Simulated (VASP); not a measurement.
# ZnSe (F-43m) in VASP: further runs, part 2 of 2

VASP 6.6.1. The steps go on from the part before.

**5. Relaxation of cell and atoms, LDA, target pressure -3 GPa, at which the enthalpy is minimised**

This run uses another cell than the first one, of 21.57 Å³/atom.

The input, INCAR:

```
SYSTEM = ZnSe
PREC = Accurate
ENCUT = 600
EDIFF = 1E-6
ISMEAR = 0
SIGMA = 0.01
LREAL = .FALSE.
LASPH = .TRUE.
NELM = 60
ALGO = Normal
ISIF = 3
LWAVE = .FALSE.
LCHARG = .FALSE.
GGA = CA
IBRION = 2
NSW = 80
EDIFFG = -0.001
PSTRESS = -30.0
```

The input, KPOINTS:

```
regular mesh
0
G
  8 8 8
  0 0 0
```

The input, POSCAR:

```
ZnSe
1.0
    0.0000000000      2.7837680040      2.7837680040
    2.7837680040      0.0000000000      2.7837680040
    2.7837680040      2.7837680040      0.0000000000
Zn Se
1 1
Direct
    0.0000000000      0.0000000000      0.0000000000
    0.7500000000      0.7500000000      0.7500000000
```

Potentials or basis: VASP PAW LDA potentials, release 64 (Zn, Se).

The run is started by

```sh
> cat potpaw_LDA.64/Zn/POTCAR potpaw_LDA.64/Se/POTCAR > POTCAR
> mpirun -np 1 vasp_std > vasp.out
```

OUTCAR:

```text
SYSTEM = ZnSe
   PREC = Accurate
   ENCUT = 600
   EDIFF = 1E-6
   ISMEAR = 0
   LREAL = .FALSE.
   LASPH = .TRUE.
   NELM = 60
   ISIF = 3
   GGA = CA
   IBRION = 2
   NSW = 80
   EDIFFG = -0.001
   PSTRESS = -30.0

 ion  position               nearest neighbor table
   1  0.000  0.000  0.000-   2 2.41   2 2.41   2 2.41   2 2.41
   2  0.750  0.750  0.750-   1 2.41   1 2.41   1 2.41   1 2.41

  LATTYP: Found a face centered cubic cell.
 ALAT       =     5.5675360080

  Lattice vectors:

 A1 = (   0.0000000000,   2.7837680040,   2.7837680040)
 A2 = (   2.7837680040,   0.0000000000,   2.7837680040)
 A3 = (   2.7837680040,   2.7837680040,   0.0000000000)

Analysis of symmetry for initial positions (statically):
=====================================================================
 Subroutine PRICEL returns:
 Original cell was already a primitive cell.

 Routine SETGRP: Setting up the symmetry group for a
 face centered cubic supercell.

 Subroutine GETGRP returns: Found 24 space group operations
 (whereof 24 operations were pure point group operations)
 out of a pool of 48 trial point group operations.

The static configuration has the point symmetry T_d .

Analysis of symmetry for dynamics (positions and initial velocities):
=====================================================================
 Subroutine PRICEL returns:
 Original cell was already a primitive cell.

 Routine SETGRP: Setting up the symmetry group for a
 face centered cubic supercell.

 Subroutine GETGRP returns: Found 24 space group operations
 (whereof 24 operations were pure point group operations)
 out of a pool of 48 trial point group operations.

The dynamic configuration has the point symmetry T_d .

 Subroutine INISYM returns: Found 24 space group operations
 (whereof 24 operations are pure point group operations),
 and found     1 'primitive' translations

----------------------------------------------------------------------------------------

                                     Primitive cell

  volume of cell :      43.1449

  direct lattice vectors                    reciprocal lattice vectors
     0.000000000  2.783768004  2.783768004    -0.179612669  0.179612669  0.179612669
     2.783768004  0.000000000  2.783768004     0.179612669 -0.179612669  0.179612669
     2.783768004  2.783768004  0.000000000     0.179612669  0.179612669 -0.179612669

  length of vectors
     3.936842466  3.936842466  3.936842466     0.311098268  0.311098268  0.311098268

  position of ions in fractional coordinates (direct lattice)
     0.000000000  0.000000000  0.000000000
     0.750000000  0.750000000  0.750000000

  ion indices of the primitive-cell ions
   primitive index   ion index
                 1           1
                 2           2

----------------------------------------------------------------------------------------

 KPOINTS: regular mesh

Automatic generation of k-mesh.
 Grid dimensions read from file:
 generate k-points for:    8    8    8

 Generating k-lattice:

  Cartesian coordinates                     Fractional coordinates (reciprocal lattice)
    -0.022451584  0.022451584  0.022451584     0.125000000  0.000000000  0.000000000
     0.022451584 -0.022451584  0.022451584     0.000000000  0.125000000  0.000000000
     0.022451584  0.022451584 -0.022451584     0.000000000  0.000000000  0.125000000

  Length of vectors
[... 43 lines left out ...]
   NGX,Y,Z   is equivalent  to a cutoff of  13.51, 13.51, 13.51 a.u.
   NGXF,Y,Z  is equivalent  to a cutoff of  27.03, 27.03, 27.03 a.u.
 SYSTEM =  ZnSe
   PREC   = accura    normal or accurate (medium, high low for compatibility)
   ISTART =      0    job   : 0-new  1-cont  2-samecut
   ICHARG =      2    charge: 1-file 2-atom 10-const
   ISPIN  =      1    spin polarized calculation?
   LNONCOLLINEAR =      F non collinear calculations
   LSORBIT =      F    spin-orbit coupling
   LASPH  =      T    aspherical Exc in radial PAW
   ENCUT  =  600.0 eV  44.10 Ry    6.64 a.u.   7.86  7.86  7.86*2*pi/ulx,y,z
   NELM   =     60;   NELMIN=  2; NELMDL= -5     # of ELM steps
   EDIFF  = 0.1E-05   stopping-criterion for ELM
   LREAL  =      F    real-space projection
   EDIFFG = -.1E-02   stopping-criterion for IOM
   NSW    =     80    number of steps for IOM
   IBRION =      2    ionic relax: 0-MD 1-quasi-New 2-CG
   NFREE  =      1    steps in history (QN), initial steepest desc. (CG)
   ISIF   =      3    stress and relaxation
   ISYM   =      2    0-nonsym 1-usesym 2-fastsym
   POTIM  = 0.5000    time-step for ionic-motion
   TEBEG  =    0.0;   TEEND  =   0.0 temperature during run
   PSTRESS=  -30.0 pullay stress
   NELECT =      18.0000    total number of electrons
   NUPDOWN=      -1.0000    fix difference up-down
   EMIN   =  10.00;   EMAX   =-10.00  energy-range for DOS
   EFERMI =   0.00;   METHOD = LEGACY
   ISMEAR =     0;   SIGMA  =   0.01  broadening in eV -4-tet -1-fermi 0-gaus
   EFERMI_NEDOS =   21; number of points for ismear=-14 and -15
   IALGO  =     38    algorithm
   IMIX   =      4    mixing-type and parameters
     AMIX     =   0.40;   BMIX     =  1.00
     AMIX_MAG =   1.60;   BMIX_MAG =  1.00
  volume/ion in A,a.u.               =      21.57       145.58
  Fermi-wavevector in a.u.,A,eV,Ry     =   1.223271  2.311647 20.359644  1.496392
  Thomas-Fermi vector in A             =   2.358388
   LORBIT       =      0    0 simple, 1 ext, 2 COOP (PROOUT), +10 PAW based schemes
   GGA     = CA    functional components
   LHFCALC =     F    Hartree Fock is set to
   AEXX    =    0.0000 exact exchange contribution
   IVDW    =     0    specifies the selected vdW correction
   LEPSILON=     F    determine dielectric tensor
   LRPA    =     F    only Hartree local field effects (RPA)
 conjugate gradient relaxation of ions
 non-spin polarized calculation
 Gauss-broadening in eV      SIGMA  =   0.01
  energy-cutoff  :      600.00
  volume of cell :       43.14
 maximum number of plane-waves:      1459
   NGX = 15   NGY = 15   NGZ = 15

--------------------------------------- Ionic step        1  -------------------------------------------

 number of electron      17.9999993 magnetization

 Free energy of the ion-electron system (eV)
  ---------------------------------------------------
  ext. energy  EPLUGINS =         0.00000000
  ---------------------------------------------------
  free energy    TOTEN  =        -7.37165797 eV

  energy without entropy =       -7.37165797  energy(sigma->0) =       -7.37165797

------------------------ aborting loop because EDIFF is reached ----------------------------------------

  FORCE on cell =-STRESS in cart. coord.  units (eV):
  Direction    XX          YY          ZZ          XY          YZ          ZX
  --------------------------------------------------------------------------------------
  -------------------------------------------------------------------------------------
  Total        0.0907555      0.0907555      0.0907555      0.0000000     -0.0000000      0.0000000
  in kB        3.3701888      3.3701888      3.3701888      0.0000000     -0.0000000      0.0000000
  external PRESSURE =      33.3701888 kB  Pullay stress =     -30.0000000 kB
[... 215 lines left out ...]
--------------------------------------- Ionic step        7  -------------------------------------------

 number of electron      17.9999992 magnetization

 Free energy of the ion-electron system (eV)
  ---------------------------------------------------
  ext. energy  EPLUGINS =         0.00000000
  ---------------------------------------------------
  free energy    TOTEN  =        -7.35194931 eV

  energy without entropy =       -7.35194931  energy(sigma->0) =       -7.35194931

 E-fermi :   1.6122     XC(G=0):  -9.7094

 val. band max:        1.5281316142   @ k =   0.0000   0.0000   0.0000
 cond. band min:       2.6064743239   @ k =   0.0000   0.0000   0.0000
 fundamental gap:      1.0783427097
 Fermi energy:         1.6122324040

 k-point     1 :       0.0000    0.0000    0.0000
  band No.  band energies     occupation
      1     -11.7768      2.00000
      2      -5.1574      2.00000
      3      -5.1574      2.00000
      4      -5.1574      2.00000
      5      -4.7961      2.00000
      6      -4.7961      2.00000
      7       1.5281      2.00000
      8       1.5281      2.00000
      9       1.5281      2.00000
     10       2.6065      0.00000
     11       7.2293      0.00000
     12       7.2293      0.00000
     13       7.2293      0.00000
[... 354 lines left out ...]
  band No.  band energies     occupation
      1     -10.8457      2.00000
      2      -5.0558      2.00000
      3      -5.0191      2.00000
      4      -4.8281      2.00000
      5      -4.7890      2.00000
      6      -4.5823      2.00000
      7      -3.4405      2.00000
      8      -0.9324      2.00000
      9       0.0408      2.00000
     10       5.6331      0.00000
     11       6.9299      0.00000
     12       8.8307      0.00000
     13      10.0610      0.00000

 [... further k-points ...]
[... 5 lines left out ...]
  --------------------------------------------------------------------------------------
  -------------------------------------------------------------------------------------
  Total       -0.8505551     -0.8505551     -0.8505551      0.0000000      0.0000000     -0.0000000
  in kB      -30.0129436    -30.0129436    -30.0129436      0.0000000      0.0000000     -0.0000000
  external PRESSURE =      -0.0129436 kB  Pullay stress =     -30.0000000 kB
[... 21 lines left out ...]
  energy  without entropy=       -7.3519493071  energy(sigma->0) =       -7.35194931

  enthalpy is  TOTEN    =        -8.2021376185 eV   P V=       -0.8501883114

 reached required accuracy - stopping structural energy minimisation
```

OSZICAR:

```text
N       E                     dE             d eps       ncg     rms          rms(c)
DAV:   1     0.914076260063E+02    0.91408E+02   -0.97715E+03   754   0.177E+03
DAV:   2    -0.122995332375E+01   -0.92638E+02   -0.88608E+02   774   0.303E+02
DAV:   3    -0.761645108332E+01   -0.63865E+01   -0.63518E+01   964   0.769E+01
[... 54 lines left out ...]
DAV:   1    -0.735221763424E+01    0.71584E-03   -0.35399E-03   914   0.129E+00    0.115E-01
DAV:   2    -0.735198626872E+01    0.23137E-03   -0.85816E-04   894   0.824E-01    0.423E-02
DAV:   3    -0.735195778062E+01    0.28488E-04   -0.29587E-05   794   0.565E-02    0.202E-02
DAV:   4    -0.735195029796E+01    0.74827E-05   -0.40300E-06   829   0.275E-02    0.754E-03
DAV:   5    -0.735194930712E+01    0.99084E-06   -0.66980E-07   377   0.193E-02
   7 F= -.82021376E+01 E0= -.82021376E+01  d E =-.242201E-04
```

CONTCAR:

```text
ZnSe
   1.00000000000000
    -0.0000000000000000    2.8315538190049376    2.8315538190049376
     2.8315538190049376   -0.0000000000000000    2.8315538190049376
     2.8315538190049376    2.8315538190049376   -0.0000000000000000
  Zn              Se
     1     1
Direct
     0.0000000000000000    0.0000000000000000    0.0000000000000000
     0.7500000000000000    0.7500000000000000    0.7500000000000000

  0.00000000E+00  0.00000000E+00  0.00000000E+00
  0.00000000E+00  0.00000000E+00  0.00000000E+00
```

Wall time 2.5 min (1 thread of AMD EPYC 7R13, shared host); peak memory 0.14 GiB.

Results:

```
Free energy                                                : -7.3519 eV
Relaxed volume                                             : 22.70 Å³/atom
Relaxed cell                                               : a = 4.004 Å, b = 4.004 Å, c = 4.004 Å, α = 60.00°, β = 60.00°, γ = 60.00°
Space group after relaxing (to 0.1 Å)                      : F-43m (No. 216)
Energy change on relaxing (the run minimises the enthalpy) : +9.9 meV/atom
Ionic steps                                                : 7
Pressure after relaxing                                    : -3.0 GPa
Band gap on the k mesh                                     : 1.08 eV
```

The path:
```
step  energy change (eV)  largest force (eV/Å)  pressure (GPa)  volume (Å³)
   1              0.0000                0.0000            0.34        43.14
   2              0.0324                0.0000           -3.73        46.01
   3              0.0199                0.0000           -2.87        45.42
   4              0.0216                0.0000           -3.07        45.51
   5              0.0204                0.0000           -3.04        45.44
   6              0.0187                0.0000           -2.93        45.35
   7              0.0197                0.0000           -3.00        45.41
```

Final structure:
```
Zn Se
1.0
     0.00000    2.83155    2.83155
     2.83155    0.00000    2.83155
     2.83155    2.83155    0.00000
Zn Se
1 1
Direct
  0.00000 0.00000 0.00000
  0.75000 0.75000 0.75000
```

Caveat: the cell is relaxed towards a set pressure, so the run minimises the enthalpy, not the energy.

**6. The runs side by side**

```csv
task,cell,cutoff (eV),gap on the mesh (eV),pressure (GPa)
single point,"a = 3.872 Å, angles 60.0°, 2 atoms",520,1.50,4.4
relaxation of cell and atoms,"relaxed to 4 GPa from a = 3.937 Å, angles 60.0°, 2 atoms",600,1.48,4.0
single point,"a = 3.998 Å, angles 60.0°, 2 atoms",520,1.10,-2.7
relaxation of cell and atoms,"relaxed to -3 GPa from a = 3.937 Å, angles 60.0°, 2 atoms",600,1.08,-3.0
```

Alike in all rows: level LDA; potentials or basis VASP PAW LDA potentials, release 64 (Zn, Se); no spin polarisation; k mesh 8 × 8 × 8; smearing gaussian 0.01 eV.

Caveats: the cell is relaxed towards a set pressure, so the run minimises the enthalpy, not the energy (at least some runs); the cell stands under pressure (at least some runs).

Total energies depend on the potentials used, so only differences within one code and one set of settings carry meaning.
